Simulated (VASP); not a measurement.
# V4O in VASP: notebook

Runs on V4O. Level: PBE. Tasks: single point.

Program: VASP 6.6.1. These are calculated values, not measurements. Logs are shortened: lines on timing, memory, paths and dates and some standing lists are left out, and cuts for length are marked.

## 1. The cell of the first run

The cell holds a slab with vacuum, 5 atoms: a = 2.997 Å, b = 2.997 Å, c = 21.333 Å, α = 90.00°, β = 90.00°, γ = 90.00°.

## 2. Single point, PBE

The input, INCAR:

```
SYSTEM = V4O
PREC = Accurate ; ENCUT = 520
EDIFF = 1E-6 ; ISMEAR = 0
SIGMA = 0.1 ; LREAL = .False.
LASPH = .True. ; NELM = 100
ALGO = Normal ; ISIF = 2
LWAVE = .False. ; LCHARG = .False.
LDIPOL = .True. ; IDIPOL = 3
DIPOL = 0.5 0.5 0.323 ; GGA = PE
NBANDS = 37
```

The input, KPOINTS:

```
regular mesh
0
Gamma
  9 9 1
  0 0 0
```

The input, POSCAR:

```
V4O
1.0
    2.9971751491      0.0000000000      0.0000000000
    0.0000000000      2.9971751491      0.0000000000
    0.0000000000      0.0000000000     21.3333819395
V O
4 1
Direct
    0.5000000000      0.5000000000      0.1874995728
    0.0000000000      0.0000000000      0.2577457053
    0.5000000000      0.5000000000      0.3267158760
    0.0000000000      0.0000000000      0.3906263884
    0.2500000000      0.2500000000      0.4548449921
```

Potentials or basis: VASP PAW PBE potentials, release 64 (V_sv, O).

Run with:

```sh
$ cat potpaw_PBE.64/V_sv/POTCAR potpaw_PBE.64/O/POTCAR > POTCAR
$ mpirun -np 1 vasp_std > vasp.out
```

OUTCAR:

```text
SYSTEM = V4O
   PREC = Accurate
   ENCUT = 520
   EDIFF = 1E-6
   ISMEAR = 0
   LREAL = .False.
   LASPH = .True.
   NELM = 100
   ISIF = 2
   GGA = PE

 ion  position               nearest neighbor table
   1  0.500  0.500  0.187-   2 2.60   2 2.60   2 2.60   2 2.60
   2  0.000  0.000  0.258-   3 2.58   3 2.58   3 2.58   3 2.58   1 2.60   1 2.60   1 2.60   1 2.60
                             4 2.83
   3  0.500  0.500  0.327-   4 2.52   4 2.52   4 2.52   4 2.52   2 2.58   2 2.58   2 2.58   2 2.58

   4  0.000  0.000  0.391-   5 1.73   3 2.52   3 2.52   3 2.52   3 2.52   2 2.83
   5  0.250  0.250  0.455-   4 1.73

  LATTYP: Found a simple tetragonal cell.
 ALAT       =     2.9971751491
 C/A-ratio  =     7.1178295823

  Lattice vectors:

 A1 = (   2.9971751491,   0.0000000000,   0.0000000000)
 A2 = (   0.0000000000,   2.9971751491,   0.0000000000)
 A3 = (   0.0000000000,   0.0000000000,  21.3333819395)

Analysis of symmetry for initial positions (statically):
=====================================================================
 Subroutine PRICEL returns:
 Original cell was already a primitive cell.

 Routine SETGRP: Setting up the symmetry group for a
 simple tetragonal supercell.

 Subroutine GETGRP returns: Found  2 space group operations
 (whereof  2 operations were pure point group operations)
 out of a pool of 16 trial point group operations.

The static configuration has the point symmetry C_1h.

Analysis of symmetry for dynamics (positions and initial velocities):
=====================================================================
 Subroutine PRICEL returns:
 Original cell was already a primitive cell.

 Routine SETGRP: Setting up the symmetry group for a
 simple tetragonal supercell.

 Subroutine GETGRP returns: Found  2 space group operations
 (whereof  2 operations were pure point group operations)
 out of a pool of 16 trial point group operations.

The dynamic configuration has the point symmetry C_1h.

 Subroutine INISYM returns: Found  2 space group operations
 (whereof  2 operations are pure point group operations),
 and found     1 'primitive' translations

----------------------------------------------------------------------------------------

                                     Primitive cell

  volume of cell :     191.6390

  direct lattice vectors                    reciprocal lattice vectors
     2.997175149  0.000000000  0.000000000     0.333647501  0.000000000  0.000000000
     0.000000000  2.997175149  0.000000000     0.000000000  0.333647501  0.000000000
     0.000000000  0.000000000 21.333381940     0.000000000  0.000000000  0.046874893

  length of vectors
     2.997175149  2.997175149 21.333381940     0.333647501  0.333647501  0.046874893

  position of ions in fractional coordinates (direct lattice)
     0.500000000  0.500000000  0.187499573
     0.000000000  0.000000000  0.257745705
     0.500000000  0.500000000  0.326715876
     0.000000000  0.000000000  0.390626388
     0.250000000  0.250000000  0.454844992

  ion indices of the primitive-cell ions
   primitive index   ion index
                 1           1
                 2           2
                 3           3
                 4           4
                 5           5

----------------------------------------------------------------------------------------

 KPOINTS: regular mesh

Automatic generation of k-mesh.
 Grid dimensions read from file:
 generate k-points for:    9    9    1

 Generating k-lattice:

  Cartesian coordinates                     Fractional coordinates (reciprocal lattice)
     0.037071945  0.000000000  0.000000000     0.111111111  0.000000000  0.000000000
     0.000000000  0.037071945  0.000000000     0.000000000  0.111111111  0.000000000
     0.000000000  0.000000000  0.046874893     0.000000000  0.000000000  1.000000000

  Length of vectors
     0.037071945  0.037071945  0.046874893

  Shift w.r.t. Gamma in fractional coordinates (k-lattice)
     0.000000000  0.000000000  0.000000000

 Subroutine IBZKPT returns following result:
 ===========================================

 Found     25 irreducible k-points:

 Following reciprocal coordinates:
            Coordinates               Weight
  0.000000  0.000000  0.000000      1.000000
  0.111111  0.000000  0.000000      4.000000
  0.222222  0.000000  0.000000      4.000000
  0.333333  0.000000  0.000000      4.000000
  0.444444  0.000000  0.000000      4.000000
  0.111111  0.111111  0.000000      2.000000
[... 16 lines left out ...]
 -0.333333  0.444444  0.000000      4.000000
  0.444444  0.444444  0.000000      2.000000
   k-points           NKPTS =     25   k-points in BZ     NKDIM =     25   number of bands    NBANDS=     37
   number of dos      NEDOS =    301   number of ions     NIONS =      5
   total plane-waves  NPLWV =  92160
   dimension x,y,z NGX =    24 NGY =   24 NGZ =  160
   dimension x,y,z NGXF=    48 NGYF=   48 NGZF=  320
   ions per type =               4   1
   NGX,Y,Z   is equivalent  to a cutoff of  13.31, 13.31, 12.47 a.u.
   NGXF,Y,Z  is equivalent  to a cutoff of  26.62, 26.62, 24.94 a.u.
 SYSTEM =  V4O
   PREC   = accura    normal or accurate (medium, high low for compatibility)
   ISTART =      0    job   : 0-new  1-cont  2-samecut
   ICHARG =      2    charge: 1-file 2-atom 10-const
   ISPIN  =      1    spin polarized calculation?
   LNONCOLLINEAR =      F non collinear calculations
   LSORBIT =      F    spin-orbit coupling
   LASPH  =      T    aspherical Exc in radial PAW
   ENCUT  =  520.0 eV  38.22 Ry    6.18 a.u.   5.57  5.57 39.67*2*pi/ulx,y,z
   NELM   =    100;   NELMIN=  2; NELMDL= -5     # of ELM steps
   EDIFF  = 0.1E-05   stopping-criterion for ELM
   LREAL  =      F    real-space projection
   EDIFFG = 0.1E-04   stopping-criterion for IOM
   NSW    =      0    number of steps for IOM
   IBRION =     -1    ionic relax: 0-MD 1-quasi-New 2-CG
   NFREE  =      0    steps in history (QN), initial steepest desc. (CG)
   ISIF   =      2    stress and relaxation
   ISYM   =      2    0-nonsym 1-usesym 2-fastsym
   POTIM  = 0.5000    time-step for ionic-motion
   TEBEG  =    0.0;   TEEND  =   0.0 temperature during run
   PSTRESS=    0.0 pullay stress
   NELECT =      58.0000    total number of electrons
   NUPDOWN=      -1.0000    fix difference up-down
   EMIN   =  10.00;   EMAX   =-10.00  energy-range for DOS
   EFERMI =   0.00;   METHOD = LEGACY
   ISMEAR =     0;   SIGMA  =   0.10  broadening in eV -4-tet -1-fermi 0-gaus
   EFERMI_NEDOS =   21; number of points for ismear=-14 and -15
   IALGO  =     38    algorithm
   IMIX   =      4    mixing-type and parameters
     AMIX     =   0.40;   BMIX     =  1.00
     AMIX_MAG =   1.60;   BMIX_MAG =  1.00
  volume/ion in A,a.u.               =      38.33       258.65
  Fermi-wavevector in a.u.,A,eV,Ry     =   1.099148  2.077089 16.437557  1.208126
  Thomas-Fermi vector in A             =   2.235538
   LORBIT       =      0    0 simple, 1 ext, 2 COOP (PROOUT), +10 PAW based schemes
   GGA     = PE    functional components
   LHFCALC =     F    Hartree Fock is set to
   AEXX    =    0.0000 exact exchange contribution
   IVDW    =     0    specifies the selected vdW correction
   LEPSILON=     F    determine dielectric tensor
   LRPA    =     F    only Hartree local field effects (RPA)
 non-spin polarized calculation
 Gauss-broadening in eV      SIGMA  =   0.10
  energy-cutoff  :      520.00
  volume of cell :      191.64
 maximum number of plane-waves:      5215
 NGX is ok and might be reduce to    24
   NGX = 11   NGY = 11   NGZ = 79

 dipolmoment           0.000000      0.000000     -0.000612 electrons x Angstroem

 number of electron      57.9999990 magnetization

 dipolmoment           0.000000      0.000000      0.185865 electrons x Angstroem

 Free energy of the ion-electron system (eV)
  ---------------------------------------------------
  ext. energy  EPLUGINS =         0.00000000
  ---------------------------------------------------
  free energy    TOTEN  =       -40.68014215 eV

  energy without entropy =      -40.64544584  energy(sigma->0) =      -40.66279400

 E-fermi :  -0.9124     XC(G=0):  -5.0556

 val. band max:       -0.9168643965   @ k =  -0.3333   0.3333   0.0000
 cond. band min:      -0.8911161103   @ k =   0.4444   0.2222   0.0000
 fundamental gap:      0.0257482862
 Fermi energy:        -0.9123832933

 k-point     1 :       0.0000    0.0000    0.0000
  band No.  band energies     occupation
      1     -65.2392      2.00000
      2     -65.1767      2.00000
      3     -64.7506      2.00000
      4     -64.4461      2.00000
      5     -39.1800      2.00000
      6     -39.1358      2.00000
[... 29 lines left out ...]
     36       0.5990      0.00000
     37       1.1587      0.00000

 k-point     2 :       0.1111    0.0000    0.0000
  band No.  band energies     occupation
      1     -65.2358      2.00000
      2     -65.1727      2.00000
      3     -64.7479      2.00000
      4     -64.4492      2.00000
      5     -39.1906      2.00000
      6     -39.1389      2.00000
[... 29 lines left out ...]
     36       0.7304      0.00000
     37       1.1188      0.00000

 k-point     3 :       0.2222    0.0000    0.0000
  band No.  band energies     occupation
      1     -65.2271      2.00000
      2     -65.1622      2.00000
      3     -64.7405      2.00000
      4     -64.4576      2.00000
      5     -39.2197      2.00000
      6     -39.1562      2.00000
[... 29 lines left out ...]
     36       0.8456      0.00000
     37       0.9767      0.00000

 k-point     4 :       0.3333    0.0000    0.0000
  band No.  band energies     occupation
      1     -65.2173      2.00000
      2     -65.1502      2.00000
      3     -64.7313      2.00000
      4     -64.4682      2.00000
      5     -39.2598      2.00000
      6     -39.1914      2.00000
[... 29 lines left out ...]
     36       0.8644      0.00000
     37       1.0487      0.00000
[... 683 lines left out ...]
      1     -65.1992      2.00000
      2     -65.1301      2.00000
      3     -64.7124      2.00000
      4     -64.4644      2.00000
      5     -39.2874      2.00000
      6     -39.2086      2.00000
[... 29 lines left out ...]
     36       1.3560      0.00000
     37       1.5462      0.00000

 k-point    23 :      -0.3333    0.4444    0.0000
  band No.  band energies     occupation
      1     -65.1992      2.00000
      2     -65.1301      2.00000
      3     -64.7124      2.00000
      4     -64.4644      2.00000
      5     -39.2960      2.00000
      6     -39.2044      2.00000
[... 29 lines left out ...]
     36       1.3557      0.00000
     37       1.5344      0.00000

 k-point    24 :       0.4444    0.4444    0.0000
  band No.  band energies     occupation
      1     -65.1958      2.00000
      2     -65.1265      2.00000
      3     -64.7087      2.00000
      4     -64.4611      2.00000
      5     -39.3128      2.00000
      6     -39.2282      2.00000
[... 29 lines left out ...]
     36       1.4263      0.00000
     37       1.4739      0.00000

 [... further k-points ...]

------------------------ aborting loop because EDIFF is reached ----------------------------------------

 vacuum level on the upper side and lower side of the slab       (xc-potential included)         1.588        -2.044

  FORCE on cell =-STRESS in cart. coord.  units (eV):
  Direction    XX          YY          ZZ          XY          YZ          ZX
  --------------------------------------------------------------------------------------
  -------------------------------------------------------------------------------------
  Total       -1.9873671     -1.9873671     -2.4898664      0.6534252     -0.1016551     -0.1016544
  in kB      -16.6151674    -16.6151674    -20.8162584      5.4628907     -0.8498760     -0.8498704
  external PRESSURE =     -18.0155311 kB  Pullay stress =       0.0000000 kB

 VOLUME and BASIS-vectors are now :
 -----------------------------------------------------------------------------
  energy-cutoff  :      520.00
  volume of cell :      191.64
      direct lattice vectors                 reciprocal lattice vectors
     2.997175149  0.000000000  0.000000000     0.333647501  0.000000000  0.000000000
     0.000000000  2.997175149  0.000000000     0.000000000  0.333647501  0.000000000
     0.000000000  0.000000000 21.333381940     0.000000000  0.000000000  0.046874893

 POSITION                                       TOTAL-FORCE (eV/Angst)
 -----------------------------------------------------------------------------------
      1.49859      1.49859      4.00000         0.055940      0.055940      0.789366
      0.00000      0.00000      5.49859         0.068006      0.068006     -0.879084
      1.49859      1.49859      6.96995        -0.477878     -0.477878     -1.240863
      0.00000      0.00000      8.33338         0.585861      0.585861      3.687948
      0.74929      0.74929      9.70338        -0.231929     -0.231929     -2.357368
 -----------------------------------------------------------------------------------
    total drift:                                0.000029      0.000029     -0.000351

  FREE ENERGIE OF THE ION-ELECTRON SYSTEM (eV)
  ---------------------------------------------------
  free  energy   TOTEN  =       -40.6801421531 eV

  energy  without entropy=      -40.6454458421  energy(sigma->0) =      -40.66279400

 vacuum level on the upper side and lower side of the slab         6.532         2.809
```

Wall time 6 min (1 thread of Intel Xeon Platinum 8375C at 2.90GHz (Ice Lake), shared host); peak memory 0.36 GiB.

What came out:

* Free energy: -40.6801 eV
* Largest force: 3.780 eV/Å
* Band gap on the k mesh: zero (bands 29 and 30 overlap by 0.48 eV)

Forces in eV/Å, atoms in the order of the input:
```
V    0.056  0.056  0.789
V    0.068  0.068 -0.879
V   -0.478 -0.478 -1.241
V    0.586  0.586  3.688
O   -0.232 -0.232 -2.357
```

Levels at points of the mesh, in eV from the Fermi level:
```tsv
k point	band 26	band 27	band 28	band 29	band 30	band 31	band 32	band 33
(0.00, 0.00, 0.00)	-0.12	-0.05	0.16	0.17	0.24	0.31	0.59	0.65
```

Caveat: the run has no spin polarisation, though such a crystal can be magnetic. With open d or f shells a metallic result of PBE can be an artefact of self-interaction; +U or a hybrid may open a gap.

## 3. Single point, PBE

The input, INCAR:

```
PREC = Accurate
ENCUT = 520
EDIFF = 1E-7
ISMEAR = 0
SIGMA = 0.1
LREAL = False
LASPH = True
NELM = 60
ALGO = Normal
ISIF = 2
LWAVE = False
LCHARG = False
LDIPOL = True
IDIPOL = 3
DIPOL = 0.5 0.5 0.333
GGA = PE
NBANDS = 37
```

The input, KPOINTS:

```
Automatic mesh
0
Gamma
  9 9 1
```

POSCAR, as its differences from that of step 2:

```diff
@@ -12,2 +12,2 @@
     0.0000000000      0.0000000000      0.3906263884
-    0.2500000000      0.2500000000      0.4548449921
+    0.2500000000      0.2500000000      0.5007823874
```

Potentials or basis: VASP PAW PBE potentials, release 64 (V_sv, O).

Run with:

```sh
$ cat potpaw_PBE.64/V_sv/POTCAR potpaw_PBE.64/O/POTCAR > POTCAR
$ mpirun -np 1 vasp_std > vasp.out
```

It took 6.6 min on 1 thread of Intel Xeon Platinum 8375C at 2.90GHz (Ice Lake), shared host; peak memory 0.36 GiB.

It converged, with:

| Quantity | Value |
| --- | --- |
| Free energy | -36.5696 eV |
| Largest force | 3.955 eV/Å |
| Band gap on the k mesh | zero (bands 29 and 30 overlap by 0.57 eV) |

Forces on the atoms (eV/Å):
```
V    0.002  0.002  0.623
V    0.015  0.015 -0.647
V   -0.141 -0.141 -0.795
V    0.581  0.581  3.869
O   -0.456 -0.456 -3.050
```

Levels at points of the mesh, in eV from the Fermi level:
```csv
k point,band 27,band 28,band 29,band 30,band 31,band 32
"(0.00, 0.00, 0.00)",0.16,0.16,0.19,0.23,0.27,0.38
```

Caveat: the run has no spin polarisation, though such a crystal can be magnetic. With open d or f shells a metallic result of PBE can be an artefact of self-interaction; +U or a hybrid may open a gap.

## 4. Single point, PBE

INCAR, as its differences from that of step 3:

```diff
@@ -2,3 +2,3 @@
 ENCUT = 520
-EDIFF = 1E-7
+EDIFF = 1E-6
 ISMEAR = 0
@@ -14,3 +14,3 @@
 IDIPOL = 3
-DIPOL = 0.5 0.5 0.333
+DIPOL = 0.5 0.5 0.341
 GGA = PE
```

KPOINTS is that of step 3.

POSCAR, as its differences from that of step 3:

```diff
@@ -12,2 +12,2 @@
     0.0000000000      0.0000000000      0.3906263884
-    0.2500000000      0.2500000000      0.5007823874
+    0.2500000000      0.2500000000      0.5429697913
```

Run with:

```sh
$ cat potpaw_PBE.64/V_sv/POTCAR potpaw_PBE.64/O/POTCAR > POTCAR
$ mpirun -np 1 vasp_std > vasp.out
```

Wall time 5.7 min (1 thread of Intel Xeon Platinum 8375C at 2.90GHz (Ice Lake), shared host); peak memory 0.37 GiB.

The run converged. Its results:

| Quantity | Value |
| --- | --- |
| Free energy | -34.8616 eV |
| Largest force | 1.380 eV/Å |
| Band gap on the k mesh | zero (bands 29 and 30 overlap by 0.35 eV) |

Forces in eV/Å, atoms in the order of the input:
```
V    0.000  0.000  0.549
V    0.002  0.002 -0.616
V   -0.028 -0.028 -0.259
V    0.085  0.085  1.375
O   -0.058 -0.058 -1.049
```

Levels at points of the mesh, in eV from the Fermi level:
```csv
k point,band 27,band 28,band 29,band 30,band 31,band 32
"(0.00, 0.00, 0.00)",0.15,0.15,0.20,0.29,0.29,0.33
```

Caveat: the run has no spin polarisation, though such a crystal can be magnetic. With open d or f shells a metallic result of PBE can be an artefact of self-interaction; +U or a hybrid may open a gap.

## 5. Single point, PBE

The input, INCAR:

```
SYSTEM = V4O
PREC = Accurate ; ENCUT = 520
EDIFF = 1E-7 ; ISMEAR = 0
SIGMA = 0.1 ; LREAL = .False.
LASPH = .True. ; NELM = 60
ALGO = Normal ; ISIF = 2
LWAVE = .False. ; LCHARG = .False.
LDIPOL = .True. ; IDIPOL = 3
DIPOL = 0.5 0.5 0.333 ; GGA = PE
NBANDS = 37
```

The input, KPOINTS:

```
regular mesh
0
Gamma
  9 9 1
  0 0 0
```

POSCAR, as its differences from that of step 4:

```diff
@@ -12,2 +12,2 @@
     0.0000000000      0.0000000000      0.3906263884
-    0.2500000000      0.2500000000      0.5429697913
+    0.1250000000      0.1250000000      0.5007823874
```

Run with:

```sh
$ cat potpaw_PBE.64/V_sv/POTCAR potpaw_PBE.64/O/POTCAR > POTCAR
$ mpirun -np 1 vasp_std > vasp.out
```

Run time: 10 min. Hardware: 1 thread of Oxide Virtual Turin-like, shared host; peak memory 0.33 GiB.

It converged, with:

- Free energy: -36.8782 eV
- Largest force: 4.690 eV/Å
- Band gap on the k mesh: zero (bands 29 and 30 overlap by 0.70 eV)

Forces on the atoms (eV/Å):
```
V   -0.002 -0.002  0.656
V    0.017  0.017 -0.778
V   -0.110 -0.110 -0.876
V    0.419  0.419  4.652
O   -0.324 -0.324 -3.655
```

Levels at points of the mesh, in eV from the Fermi level:
```tsv
k point	band 27	band 28	band 29	band 30	band 31	band 32
(0.00, 0.00, 0.00)	0.13	0.16	0.17	0.17	0.25	0.48
```

Caveat: the run has no spin polarisation, though such a crystal can be magnetic.

## 6. Overview

```csv
cell,gap on the mesh (eV),largest force (eV/Å)
"as given, atomic positions A",none,3.78
"as given, atomic positions B",none,3.95
"as given, atomic positions C",none,1.38
"as given, atomic positions D",none,4.69
```

Alike in all rows: task single point; level PBE; potentials or basis VASP PAW PBE potentials, release 64 (V_sv, O); no spin polarisation; k mesh 9 × 9 × 1; cutoff (eV) 520; smearing gaussian 0.1 eV.

Caveats: the run has no spin polarisation, though such a crystal can be magnetic.

Absolute energies hang on the potentials; compare differences alone.
